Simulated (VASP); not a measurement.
# Ba31O32 (a cell with a defect) in VASP: single point with PBEsol

Aim: the single point of Ba31O32 (a cell with a defect) with PBEsol.

Everything below comes from runs of VASP 6.6.1. Logs are shortened: lines on timing, memory, paths and dates and some standing lists are left out, and cuts for length are marked.

## 1. The cell of the first run

The cell holds a defect, 63 atoms: a = 10.981 Å, b = 10.981 Å, c = 10.981 Å, α = 90.00°, β = 90.00°, γ = 90.00°.

## 2. Single point, PBEsol

INCAR

```
SYSTEM = Ba31O32
PREC     = Accurate       ! precision mode
ENCUT    = 520            ! plane-wave cutoff, eV
EDIFF    = 1E-6           ! SCF threshold, eV
ISMEAR   = -1             ! smearing method
SIGMA    = 0.05           ! smearing width, eV
LREAL    = Auto         
LASPH    = .TRUE.         ! aspherical terms in the spheres
NELM     = 120            ! most SCF steps
ALGO     = Normal         ! electronic algorithm
ISIF     = 2              ! what is computed and relaxed
LWAVE    = .FALSE.        ! write WAVECAR
LCHARG   = .FALSE.        ! write CHGCAR
GGA      = PS             ! functional
NBANDS   = 288            ! bands
NELECT   = 504.0        
ISYM     = -1           
GGA_COMPAT= .FALSE.
```

KPOINTS

```
explicit points
1
Reciprocal
  0.25000000   0.25000000   0.25000000 1
```

POSCAR

```
Ba31O32
1.0
   10.9807560000      0.0000000000      0.0000000000
    0.0000000000     10.9807560000      0.0000000000
    0.0000000000      0.0000000000     10.9807560000
O Ba
32 31
Direct
    0.2490020000      0.9998970000      0.9998440000
    0.2474400000      0.9999470000      0.4998260000
    0.2474500000      0.4999160000      0.9996640000
    0.2313970000      0.4999150000      0.4997660000
    0.7516450000      0.9999550000      0.9998310000
    0.7532300000      0.0000500000      0.4998650000
    0.7532050000      0.4999470000      0.9997140000
    0.7693160000      0.4999950000      0.4997600000
    0.0002880000      0.2486290000      0.9998910000
    0.0002090000      0.2470290000      0.4999210000
    0.0003580000      0.7512020000      0.9999540000
    0.0003520000      0.7528010000      0.4999490000
    0.5002880000      0.2470220000      0.9998680000
    0.5002720000      0.2309340000      0.4998970000
    0.5003700000      0.7528070000      0.9999730000
    0.5003390000      0.7688810000      0.4999660000
    0.0002660000      0.9999110000      0.2486140000
    0.0003320000      0.9999350000      0.7512310000
    0.0002070000      0.4998960000      0.2469960000
    0.0002570000      0.4999470000      0.7527610000
    0.5002800000      0.9999110000      0.2470410000
    0.5002990000      0.0000210000      0.7528370000
    0.5002570000      0.4999120000      0.2309710000
    0.5002920000      0.4999610000      0.7688840000
    0.2507570000      0.2503570000      0.2503290000
    0.2507800000      0.2503820000      0.7493900000
    0.2508010000      0.7493960000      0.2503770000
    0.2508320000      0.7494340000      0.7494160000
    0.7498260000      0.2503840000      0.2503260000
    0.7498470000      0.2504130000      0.7494120000
    0.7498550000      0.7494560000      0.2503790000
    0.7498750000      0.7494930000      0.7494250000
    0.0003800000      0.9998740000      0.9999710000
    0.0003670000      0.9998850000      0.4999490000
    0.0003710000      0.4998930000      0.9999290000
    0.0003520000      0.4998420000      0.5000130000
    0.5003460000      0.9998860000      0.9999540000
    0.5003800000      0.9998870000      0.4999400000
    0.5003940000      0.4998640000      0.9999190000
    0.2524930000      0.2520090000      0.0000090000
    0.2581610000      0.2576360000      0.5000010000
    0.2524630000      0.7477800000      0.9999540000
    0.2580480000      0.7421820000      0.4999560000
    0.7483080000      0.2519510000      0.9999380000
    0.7427080000      0.2575330000      0.4999410000
    0.7482510000      0.7477700000      0.9998890000
    0.7426110000      0.7420950000      0.4998960000
    0.2525010000      0.9999260000      0.2520800000
    0.2524470000      0.9998840000      0.7478650000
    0.2581650000      0.4999170000      0.2577670000
    0.2580680000      0.4998590000      0.7422940000
    0.7482810000      0.9998770000      0.2520110000
    0.7482460000      0.9998190000      0.7478280000
    0.7427370000      0.4998810000      0.2576150000
    0.7425960000      0.4998300000      0.7421710000
    0.0004230000      0.2520020000      0.2520780000
    0.0003550000      0.2519310000      0.7478960000
    0.0003790000      0.7477750000      0.2520580000
    0.0003350000      0.7477640000      0.7478410000
    0.5004290000      0.2576750000      0.2577390000
    0.5003830000      0.2575180000      0.7422910000
    0.5003820000      0.7421820000      0.2576240000
    0.5003190000      0.7420940000      0.7421720000
```

Potentials or basis: VASP PAW PBE potentials, release 64 (O, Ba_sv).

On the command line:

```sh
$ cat potpaw_PBE.64/O/POTCAR potpaw_PBE.64/Ba_sv/POTCAR > POTCAR
$ mpirun -np 1 vasp_std > vasp.out
```

OUTCAR:

```text
SYSTEM = Ba31O32
   PREC = Accurate
   ENCUT = 520
   EDIFF = 1E-6
   ISMEAR = -1
   LREAL = Auto
   LASPH = .TRUE.
   NELM = 120
   ISIF = 2
   GGA = PS
   NELECT = 504.0
   ISYM = -1

 ion  position               nearest neighbor table
   1  0.249  1.000  1.000-  33 2.73  37 2.76  49 2.77  40 2.77  42 2.77  48 2.77
   2  0.247  1.000  0.500-  34 2.71  48 2.72  49 2.72  38 2.78  41 2.83  43 2.83
   3  0.247  0.500  1.000-  35 2.71  42 2.72  40 2.72  39 2.78  51 2.83  50 2.84
   4  0.231  0.500  0.500-  36 2.54  50 2.67  43 2.68  41 2.68  51 2.68
   5  0.752  1.000  1.000-  33 2.73  37 2.76  44 2.77  53 2.77  52 2.77  46 2.77
   6  0.753  0.000  0.500-  34 2.71  52 2.72  53 2.72  38 2.78  45 2.83  47 2.83
   7  0.753  0.500  1.000-  35 2.71  46 2.72  44 2.72  39 2.78  55 2.83  54 2.83
   8  0.769  0.500  0.500-  36 2.54  47 2.67  54 2.67  55 2.68  45 2.68
   9  0.000  0.249  1.000-  33 2.73  35 2.76  44 2.77  57 2.77  56 2.77  40 2.77
  10  0.000  0.247  0.500-  34 2.71  56 2.72  57 2.72  36 2.78  45 2.83  41 2.83
  11  0.000  0.751  1.000-  33 2.73  35 2.76  58 2.77  42 2.77  46 2.77  59 2.77
  12  0.000  0.753  0.500-  34 2.71  58 2.72  59 2.72  36 2.78  43 2.83  47 2.83
  13  0.500  0.247  1.000-  37 2.71  40 2.72  44 2.72  39 2.78  61 2.83  60 2.83
  14  0.500  0.231  0.500-  38 2.54  41 2.67  60 2.68  61 2.68  45 2.68
  15  0.500  0.753  1.000-  37 2.71  46 2.72  42 2.72  39 2.78  62 2.83  63 2.83
  16  0.500  0.769  0.500-  38 2.54  63 2.68  47 2.68  43 2.68  62 2.68
  17  0.000  1.000  0.249-  33 2.73  34 2.76  52 2.77  56 2.77  58 2.77  48 2.77
[... 63 lines left out ...]
  57  0.000  0.252  0.748-  10 2.72  20 2.72  26 2.75  30 2.75   9 2.77  18 2.77  36 3.85  34 3.88
                            35 3.88  44 3.91  33 3.91  49 3.91  53 3.92  40 3.92  45 3.93  51 3.93
  58  0.000  0.748  0.252-  19 2.72  12 2.72  27 2.75  31 2.75  11 2.77  17 2.77  36 3.85  34 3.88
                            35 3.88  33 3.91  42 3.91  52 3.91  48 3.92  46 3.92  54 3.93  43 3.93
  59  0.000  0.748  0.748-  20 2.72  12 2.72  32 2.75  28 2.75  11 2.77  18 2.77  36 3.85  35 3.88
                            34 3.88  46 3.91  53 3.91  49 3.92  33 3.92  42 3.92  43 3.93  51 3.93
  60  0.500  0.258  0.258-  14 2.68  23 2.68  29 2.74  25 2.74  21 2.83  13 2.83  45 3.76  50 3.76
                            54 3.76  41 3.76  38 3.88  39 3.88  52 3.93  40 3.93  48 3.93  44 3.93
  61  0.500  0.258  0.742-  14 2.68  24 2.68  30 2.74  26 2.74  22 2.83  13 2.83  41 3.76  55 3.76
                            51 3.76  45 3.76  39 3.88  38 3.88  53 3.93  49 3.93  44 3.93  40 3.93
  62  0.500  0.742  0.258-  23 2.68  16 2.68  31 2.74  27 2.74  15 2.83  21 2.83  50 3.76  47 3.76
                            54 3.76  43 3.76  38 3.88  39 3.88  42 3.93  52 3.93  46 3.93  48 3.93
  63  0.500  0.742  0.742-  24 2.67  16 2.68  28 2.74  32 2.74  15 2.83  22 2.83  51 3.76  43 3.76
                            55 3.76  47 3.76  39 3.88  38 3.88  42 3.93  46 3.93  53 3.93  49 3.93

IMPORTANT INFORMATION: All symmetrisations will be switched off!
NOSYMM: (Re-)initialisation of all symmetry stuff for point group C_1.

----------------------------------------------------------------------------------------

                                     Primitive cell

  volume of cell :    1324.0266

  direct lattice vectors                    reciprocal lattice vectors
    10.980756000  0.000000000  0.000000000     0.091068411  0.000000000  0.000000000
     0.000000000 10.980756000  0.000000000     0.000000000  0.091068411  0.000000000
[... 189 lines left out ...]
   LORBIT       =      0    0 simple, 1 ext, 2 COOP (PROOUT), +10 PAW based schemes
   GGA     = PS    functional components
   LHFCALC =     F    Hartree Fock is set to
   AEXX    =    0.0000 exact exchange contribution
   IVDW    =     0    specifies the selected vdW correction
   LEPSILON=     F    determine dielectric tensor
   LRPA    =     F    only Hartree local field effects (RPA)
 non-spin polarized calculation
  energy-cutoff  :      520.00
  volume of cell :     1324.03
 maximum number of plane-waves:     35643
 NGX is ok and might be reduce to    84
   NGX = 41   NGY = 41   NGZ = 41

 number of electron     504.0000032 magnetization

 Free energy of the ion-electron system (eV)
  ---------------------------------------------------
  ext. energy  EPLUGINS =         0.00000000
  ---------------------------------------------------
  free energy    TOTEN  =      -384.99357418 eV

  energy without entropy =     -384.99357418  energy(sigma->0) =     -384.99357418

 E-fermi :   2.8915     XC(G=0):  -9.8627

 val. band max:        1.6853876988   @ k =   0.2500   0.2500   0.2500
 cond. band min:       4.0962756293   @ k =   0.2500   0.2500   0.2500
 fundamental gap:      2.4108879306
 Fermi energy:         2.8914990117

 k-point     1 :       0.2500    0.2500    0.2500
  band No.  band energies     occupation
      1     -24.1580      2.00000
      2     -24.0830      2.00000
      3     -24.0756      2.00000
      4     -24.0756      2.00000
      5     -24.0240      2.00000
      6     -24.0131      2.00000
[... 256 lines left out ...]
    263       5.4099      0.00000
    264       5.4888      0.00000
 [bands above 264 left out]

------------------------ aborting loop because EDIFF is reached ----------------------------------------

  FORCE on cell =-STRESS in cart. coord.  units (eV):
  Direction    XX          YY          ZZ          XY          YZ          ZX
  --------------------------------------------------------------------------------------
  -------------------------------------------------------------------------------------
  Total       23.3350681     23.3425378     23.3389007     -0.0807516     -0.0876901     -0.0828620
  in kB       28.2372846     28.2463236     28.2419223     -0.0977159     -0.1061119     -0.1002696
  external PRESSURE =      28.2418435 kB  Pullay stress =       0.0000000 kB

 VOLUME and BASIS-vectors are now :
 -----------------------------------------------------------------------------
  energy-cutoff  :      520.00
  volume of cell :     1324.03
      direct lattice vectors                 reciprocal lattice vectors
    10.980756000  0.000000000  0.000000000     0.091068411  0.000000000  0.000000000
     0.000000000 10.980756000  0.000000000     0.000000000  0.091068411  0.000000000
     0.000000000  0.000000000 10.980756000     0.000000000  0.000000000  0.091068411

 POSITION                                       TOTAL-FORCE (eV/Angst)
 -----------------------------------------------------------------------------------
      2.73423     10.97962     10.97904         0.005908     -0.000433     -0.000459
      2.71708     10.98017      5.48847         0.020072     -0.000952      0.001505
      2.71719      5.48946     10.97707         0.019582     -0.000913      0.000927
      2.54091      5.48944      5.48781         0.162486     -0.000048      0.002805
      8.25363     10.98026     10.97890        -0.007598     -0.000246      0.000333
      8.27103      0.00055      5.48890        -0.024608      0.000089      0.000680
[... 55 lines left out ...]
      5.49457      8.14972      2.82891        -0.000528      0.023926     -0.023006
      5.49388      8.14875      8.14961         0.000329      0.023437      0.022618
 -----------------------------------------------------------------------------------
    total drift:                                0.062006     -0.019223     -0.013842

  FREE ENERGIE OF THE ION-ELECTRON SYSTEM (eV)
  ---------------------------------------------------
  free  energy   TOTEN  =      -384.9935741759 eV

  energy  without entropy=     -384.9935741755  energy(sigma->0) =     -384.99357418
```

Wall time 22 min (1 thread of Intel Xeon Platinum 8375C at 2.90GHz (Ice Lake), shared host); peak memory 1.2 GiB.

What came out:

```yaml
Free_energy: -384.9936 eV
Largest_force: 0.165 eV/Å
```

Forces in eV/Å, atoms in the order of the input:
```
O    0.006  0.000  0.000
O    0.020 -0.001  0.002
O    0.020 -0.001  0.001
O    0.162  0.000  0.003
O   -0.008  0.000  0.000
O   -0.025  0.000  0.001
O   -0.023 -0.001  0.002
O   -0.160 -0.001  0.002
O    0.001  0.005  0.001
O    0.001  0.021  0.000
O    0.001 -0.005  0.000
O    0.000 -0.021  0.001
O    0.001  0.022 -0.001
O    0.002  0.161  0.000
O   -0.001 -0.021  0.000
O    0.000 -0.165  0.000
O    0.001 -0.001  0.006
O    0.000  0.000 -0.006
O    0.000  0.000  0.022
O    0.002 -0.001 -0.019
O    0.000 -0.001  0.022
O    0.001  0.000 -0.021
O    0.002  0.000  0.160
O    0.000 -0.001 -0.163
O   -0.002 -0.004 -0.004
O   -0.003 -0.005  0.005
O   -0.003  0.005 -0.005
O   -0.003  0.006  0.006
O    0.005 -0.006 -0.005
O    0.005 -0.004  0.004
O    0.005  0.003 -0.004
O    0.005  0.003  0.004
Ba   0.001  0.000 -0.001
Ba   0.001  0.000 -0.001
Ba   0.001 -0.001 -0.001
Ba   0.002  0.000 -0.001
Ba   0.002  0.000  0.000
Ba   0.002  0.000  0.000
Ba   0.002  0.000  0.000
Ba  -0.015 -0.013 -0.001
Ba  -0.023 -0.022  0.000
Ba  -0.014  0.014  0.000
Ba  -0.023  0.024  0.000
Ba   0.011 -0.011  0.000
Ba   0.022 -0.022  0.000
Ba   0.012  0.013  0.000
Ba   0.022  0.023  0.000
Ba  -0.015  0.000 -0.014
Ba  -0.014  0.000  0.013
Ba  -0.023  0.000 -0.025
Ba  -0.024  0.000  0.022
Ba   0.012  0.001 -0.012
Ba   0.012  0.001  0.012
Ba   0.022  0.000 -0.024
Ba   0.022  0.000  0.021
Ba  -0.002 -0.012 -0.013
Ba  -0.001 -0.012  0.012
Ba  -0.001  0.014 -0.014
Ba  -0.002  0.014  0.013
Ba   0.000 -0.023 -0.023
Ba  -0.001 -0.022  0.023
Ba  -0.001  0.024 -0.023
Ba   0.000  0.023  0.023
```

Levels at points of the mesh, in eV from the Fermi level:
```csv
k point,band 249,band 250,band 251,band 252,band 253,band 254,band 255,band 256
"(0.25, 0.25, 0.25)",-1.47,-1.33,-1.21,-1.21,1.20,1.21,1.21,1.67
```

Caveat: the cell carries a net charge on a neutralising background, which shifts energy and pressure; the cell is charged against a uniform background, so pressure and absolute levels hang on convention; the PAW data sets were made with another functional, which shifts forces and pressure a little; spin-orbit coupling is left out, which moves the levels of the heavy elements.
